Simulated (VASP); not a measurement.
A run of VASP 6.6.1:

INCAR

```
SYSTEM = AlN
AGGAC = 1.0
AGGAX = 1.0
ALDAC = 0.0
ALDAX = 1.0
ALGO = Normal
EDIFF = 1E-6
ENCUT = 520
GGA = B5
ISIF = 2
ISMEAR = -1
IVDW = 12
LASPH = .TRUE.
LCHARG = .TRUE.
LELF = .TRUE.
LREAL = .FALSE.
LVHAR = .TRUE.
LWAVE = .FALSE.
NBANDS = 11
NELM = 100
PREC = Accurate
SIGMA = 0.05
VDW_A1 = 0.4298
VDW_A2 = 4.2359
VDW_S6 = 1.0
VDW_S8 = 2.6996
```

KPOINTS

```
k-points
0
G
  10 10 10
  0 0 0
```

POSCAR

```
AlN
1.0
    0.0000000000      2.1839935596      2.1839935596
    2.1839935596      0.0000000000      2.1839935596
    2.1839935596      2.1839935596      0.0000000000
Al N
1 1
Direct
    0.0000000000      0.0000000000      0.0000000000
    0.2500000000      0.2500000000      0.2500000000
```

Potentials or basis: VASP PAW PBE potentials, release 64 (Al, N).

Run with:

```bash
$ cat potpaw_PBE.64/Al/POTCAR potpaw_PBE.64/N/POTCAR > POTCAR
$ mpirun -np 1 vasp_std > vasp.out
```

Hardware: 1 thread of Intel Xeon 8259CL, on a shared host.

**Question.** How long does it take, and how much memory?

**Answer.** Wall time 21 s on 1 thread of Intel Xeon 8259CL, on a shared host, peak memory 0.15 GiB. Counts: scf iterations 12, k points 47.
